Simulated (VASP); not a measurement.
# Cd2S (Pn-3m) in VASP: notebook, part 2 of 2

VASP 6.6.1. The steps go on from the part before.

### Step 3. Single point, PBE

This run uses another cell than the first one, of 34.04 Å³/atom.

INCAR reads:

```
SYSTEM = Cd2S
PREC = Accurate ; ENCUT = 520
EDIFF = 1E-7 ; ISMEAR = 0
SIGMA = 0.1 ; LREAL = .FALSE.
LASPH = .TRUE. ; NELM = 80
ALGO = Normal ; ISIF = 2
LWAVE = .FALSE. ; LCHARG = .FALSE.
GGA = PE ; NBANDS = 39
```

KPOINTS reads:

```
regular mesh
0
G
  4 4 4
  0 0 0
```

POSCAR reads:

```
Cd2S
1.0
    5.8891525890      0.0000000000      0.0000000000
    0.0000000000      5.8891525890      0.0000000000
    0.0000000000      0.0000000000      5.8891525890
Cd S
4 2
Direct
    0.2500000000      0.2500000000      0.2500000000
    0.7500000000      0.7500000000      0.2500000000
    0.7500000000      0.2500000000      0.7500000000
    0.2500000000      0.7500000000      0.7500000000
    0.0000000000      0.0000000000      0.0000000000
    0.5000000000      0.5000000000      0.5000000000
```

Potentials or basis: VASP PAW PBE potentials, release 64 (Cd, S).

On the command line:

```sh
$ cat potpaw_PBE.64/Cd/POTCAR potpaw_PBE.64/S/POTCAR > POTCAR
$ mpirun -np 1 vasp_std > vasp.out
```

OUTCAR:

```text
SYSTEM = Cd2S
   PREC = Accurate
   ENCUT = 520
   EDIFF = 1E-7
   ISMEAR = 0
   LREAL = .FALSE.
   LASPH = .TRUE.
   NELM = 80
   ISIF = 2
   GGA = PE

 ion  position               nearest neighbor table
   1  0.250  0.250  0.250-   5 2.55   6 2.55
   2  0.750  0.750  0.250-   5 2.55   6 2.55
   3  0.750  0.250  0.750-   5 2.55   6 2.55
   4  0.250  0.750  0.750-   5 2.55   6 2.55
   5  0.000  0.000  0.000-   1 2.55   2 2.55   3 2.55   4 2.55
   6  0.500  0.500  0.500-   1 2.55   2 2.55   3 2.55   4 2.55

  LATTYP: Found a simple cubic cell.
 ALAT       =     5.8891525890

  Lattice vectors:

 A1 = (   5.8891525890,   0.0000000000,   0.0000000000)
 A2 = (   0.0000000000,   5.8891525890,   0.0000000000)
 A3 = (   0.0000000000,   0.0000000000,   5.8891525890)

Analysis of symmetry for initial positions (statically):
=====================================================================
 Subroutine PRICEL returns:
 Original cell was already a primitive cell.

 Routine SETGRP: Setting up the symmetry group for a
 simple cubic supercell.

 Subroutine GETGRP returns: Found 48 space group operations
 (whereof 24 operations were pure point group operations)
 out of a pool of 48 trial point group operations.

The static configuration has the point symmetry T_d .
 The point group associated with its full space group is O_h .

Analysis of symmetry for dynamics (positions and initial velocities):
=====================================================================
 Subroutine PRICEL returns:
 Original cell was already a primitive cell.

 Routine SETGRP: Setting up the symmetry group for a
 simple cubic supercell.

 Subroutine GETGRP returns: Found 48 space group operations
 (whereof 24 operations were pure point group operations)
 out of a pool of 48 trial point group operations.

The dynamic configuration has the point symmetry T_d .
 The point group associated with its full space group is O_h .

 Subroutine INISYM returns: Found 48 space group operations
 (whereof 24 operations are pure point group operations),
 and found     1 'primitive' translations

----------------------------------------------------------------------------------------

                                     Primitive cell

  volume of cell :     204.2483

  direct lattice vectors                    reciprocal lattice vectors
     5.889152589  0.000000000  0.000000000     0.169803717  0.000000000  0.000000000
     0.000000000  5.889152589  0.000000000     0.000000000  0.169803717  0.000000000
     0.000000000  0.000000000  5.889152589     0.000000000  0.000000000  0.169803717

  length of vectors
     5.889152589  5.889152589  5.889152589     0.169803717  0.169803717  0.169803717

  position of ions in fractional coordinates (direct lattice)
     0.250000000  0.250000000  0.250000000
     0.750000000  0.750000000  0.250000000
     0.750000000  0.250000000  0.750000000
     0.250000000  0.750000000  0.750000000
     0.000000000  0.000000000  0.000000000
     0.500000000  0.500000000  0.500000000

  ion indices of the primitive-cell ions
   primitive index   ion index
                 1           1
                 2           2
                 3           3
                 4           4
                 5           5
[... 31 lines left out ...]
  0.250000  0.000000  0.000000      6.000000
  0.500000  0.000000  0.000000      3.000000
  0.250000  0.250000  0.000000     12.000000
  0.500000  0.250000  0.000000     12.000000
  0.500000  0.500000  0.000000      3.000000
  0.250000  0.250000  0.250000      8.000000
  0.500000  0.250000  0.250000     12.000000
  0.500000  0.500000  0.250000      6.000000
  0.500000  0.500000  0.500000      1.000000
   k-points           NKPTS =     10   k-points in BZ     NKDIM =     10   number of bands    NBANDS=     39
   number of dos      NEDOS =    301   number of ions     NIONS =      6
   total plane-waves  NPLWV = 110592
   dimension x,y,z NGX =    48 NGY =   48 NGZ =   48
   dimension x,y,z NGXF=    96 NGYF=   96 NGZF=   96
   ions per type =               4   2
   NGX,Y,Z   is equivalent  to a cutoff of  13.55, 13.55, 13.55 a.u.
   NGXF,Y,Z  is equivalent  to a cutoff of  27.10, 27.10, 27.10 a.u.
 SYSTEM =  Cd2S
   PREC   = accura    normal or accurate (medium, high low for compatibility)
   ISTART =      0    job   : 0-new  1-cont  2-samecut
   ICHARG =      2    charge: 1-file 2-atom 10-const
   ISPIN  =      1    spin polarized calculation?
   LNONCOLLINEAR =      F non collinear calculations
   LSORBIT =      F    spin-orbit coupling
   LASPH  =      T    aspherical Exc in radial PAW
   ENCUT  =  520.0 eV  38.22 Ry    6.18 a.u.  10.95 10.95 10.95*2*pi/ulx,y,z
   NELM   =     80;   NELMIN=  2; NELMDL= -5     # of ELM steps
   EDIFF  = 0.1E-06   stopping-criterion for ELM
   LREAL  =      F    real-space projection
   EDIFFG = 0.1E-05   stopping-criterion for IOM
   NSW    =      0    number of steps for IOM
   IBRION =     -1    ionic relax: 0-MD 1-quasi-New 2-CG
   NFREE  =      0    steps in history (QN), initial steepest desc. (CG)
   ISIF   =      2    stress and relaxation
   ISYM   =      2    0-nonsym 1-usesym 2-fastsym
   POTIM  = 0.5000    time-step for ionic-motion
   TEBEG  =    0.0;   TEEND  =   0.0 temperature during run
   PSTRESS=    0.0 pullay stress
   NELECT =      60.0000    total number of electrons
   NUPDOWN=      -1.0000    fix difference up-down
   EMIN   =  10.00;   EMAX   =-10.00  energy-range for DOS
   EFERMI =   0.00;   METHOD = LEGACY
   ISMEAR =     0;   SIGMA  =   0.10  broadening in eV -4-tet -1-fermi 0-gaus
   EFERMI_NEDOS =   21; number of points for ismear=-14 and -15
   IALGO  =     38    algorithm
   IMIX   =      4    mixing-type and parameters
     AMIX     =   0.40;   BMIX     =  1.00
     AMIX_MAG =   1.60;   BMIX_MAG =  1.00
  volume/ion in A,a.u.               =      34.04       229.72
  Fermi-wavevector in a.u.,A,eV,Ry     =   1.088276  2.056544 16.113991  1.184345
  Thomas-Fermi vector in A             =   2.224454
   LORBIT       =      0    0 simple, 1 ext, 2 COOP (PROOUT), +10 PAW based schemes
   GGA     = PE    functional components
   LHFCALC =     F    Hartree Fock is set to
   AEXX    =    0.0000 exact exchange contribution
   IVDW    =     0    specifies the selected vdW correction
   LEPSILON=     F    determine dielectric tensor
   LRPA    =     F    only Hartree local field effects (RPA)
 non-spin polarized calculation
 Gauss-broadening in eV      SIGMA  =   0.10
  energy-cutoff  :      520.00
  volume of cell :      204.25
 maximum number of plane-waves:      5528
 NGX is ok and might be reduce to    48
   NGX = 21   NGY = 21   NGZ = 21

 number of electron      60.0000008 magnetization

 Free energy of the ion-electron system (eV)
  ---------------------------------------------------
  ext. energy  EPLUGINS =         0.00000000
  ---------------------------------------------------
  free energy    TOTEN  =        -9.95923196 eV

  energy without entropy =       -9.95110018  energy(sigma->0) =       -9.95516607

 E-fermi :   1.4054     XC(G=0):  -8.1623

 val. band max:        1.2986080207   @ k =   0.2500   0.2500   0.2500
 cond. band min:       1.4468334763   @ k =   0.2500   0.0000   0.0000
 fundamental gap:      0.1482254556
 Fermi energy:         1.4053835668

 k-point     1 :       0.0000    0.0000    0.0000
  band No.  band energies     occupation
      1     -12.9505      2.00000
      2     -12.3327      2.00000
      3      -8.2578      2.00000
      4      -8.2578      2.00000
      5      -8.2578      2.00000
      6      -7.8748      2.00000
[... 409 lines left out ...]
     38       5.8522      0.00000
     39       7.0910      0.00000

------------------------ aborting loop because EDIFF is reached ----------------------------------------

  FORCE on cell =-STRESS in cart. coord.  units (eV):
  Direction    XX          YY          ZZ          XY          YZ          ZX
  --------------------------------------------------------------------------------------
  -------------------------------------------------------------------------------------
  Total        0.6712670      0.6712670      0.6712670     -0.0000000     -0.0000000      0.0000000
  in kB        5.2655948      5.2655948      5.2655948     -0.0000000     -0.0000000      0.0000000
  external PRESSURE =       5.2655948 kB  Pullay stress =       0.0000000 kB

 VOLUME and BASIS-vectors are now :
 -----------------------------------------------------------------------------
  energy-cutoff  :      520.00
  volume of cell :      204.25
      direct lattice vectors                 reciprocal lattice vectors
     5.889152589  0.000000000  0.000000000     0.169803717  0.000000000  0.000000000
     0.000000000  5.889152589  0.000000000     0.000000000  0.169803717  0.000000000
     0.000000000  0.000000000  5.889152589     0.000000000  0.000000000  0.169803717

 POSITION                                       TOTAL-FORCE (eV/Angst)
 -----------------------------------------------------------------------------------
      1.47229      1.47229      1.47229        -0.000000      0.000000      0.000000
      4.41686      4.41686      1.47229         0.000000     -0.000000      0.000000
      4.41686      1.47229      4.41686        -0.000000     -0.000000     -0.000000
      1.47229      4.41686      4.41686         0.000000      0.000000      0.000000
      0.00000      0.00000      0.00000         0.000000     -0.000000     -0.000000
      2.94458      2.94458      2.94458        -0.000000     -0.000000     -0.000000
 -----------------------------------------------------------------------------------
    total drift:                               -0.000000     -0.000000      0.000000

  FREE ENERGIE OF THE ION-ELECTRON SYSTEM (eV)
  ---------------------------------------------------
  free  energy   TOTEN  =        -9.9592319643 eV

  energy  without entropy=       -9.9511001762  energy(sigma->0) =       -9.95516607
```

OSZICAR:

```text
N       E                     dE             d eps       ncg     rms          rms(c)
DAV:   1     0.414523626191E+03    0.41452E+03   -0.28575E+04   780   0.137E+03
DAV:   2     0.128441142459E+02   -0.40168E+03   -0.38693E+03   850   0.351E+02
DAV:   3    -0.108512895618E+02   -0.23695E+02   -0.23335E+02   892   0.804E+01
DAV:   4    -0.112045695500E+02   -0.35328E+00   -0.35275E+00   850   0.885E+00
DAV:   5    -0.112101595611E+02   -0.55900E-02   -0.55893E-02   962   0.107E+00    0.188E+01
DAV:   6    -0.994187166831E+01    0.12683E+01   -0.35650E+00   916   0.105E+01    0.125E+01
DAV:   7    -0.997762863713E+01   -0.35757E-01   -0.88697E-01   801   0.338E+00    0.244E+00
DAV:   8    -0.995914574478E+01    0.18483E-01   -0.95445E-02   850   0.167E+00    0.117E+00
DAV:   9    -0.995888123083E+01    0.26451E-03   -0.20612E-02   822   0.692E-01    0.217E-01
DAV:  10    -0.995903643794E+01   -0.15521E-03   -0.66455E-04   906   0.157E-01    0.145E-01
DAV:  11    -0.995922723356E+01   -0.19080E-03   -0.20831E-04   815   0.106E-01    0.524E-02
DAV:  12    -0.995922918084E+01   -0.19473E-05   -0.45210E-05   878   0.480E-02    0.474E-03
DAV:  13    -0.995923172610E+01   -0.25453E-05   -0.63949E-06   857   0.125E-02    0.372E-03
DAV:  14    -0.995923199264E+01   -0.26654E-06   -0.68963E-07   704   0.297E-03    0.257E-03
DAV:  15    -0.995923196430E+01    0.28336E-07   -0.36878E-08   531   0.103E-03
   1 F= -.99592320E+01 E0= -.99551661E+01  d E =-.813179E-02
```

It took 39 s on 1 thread of Intel Xeon 6975P-C (Granite Rapids), shared host; peak memory 0.33 GiB.

Results:

```
Free energy            : -9.9592 eV
Pressure               : 0.5 GPa
Band gap on the k mesh : zero (bands 30 and 31 overlap by 1.04 eV)
```
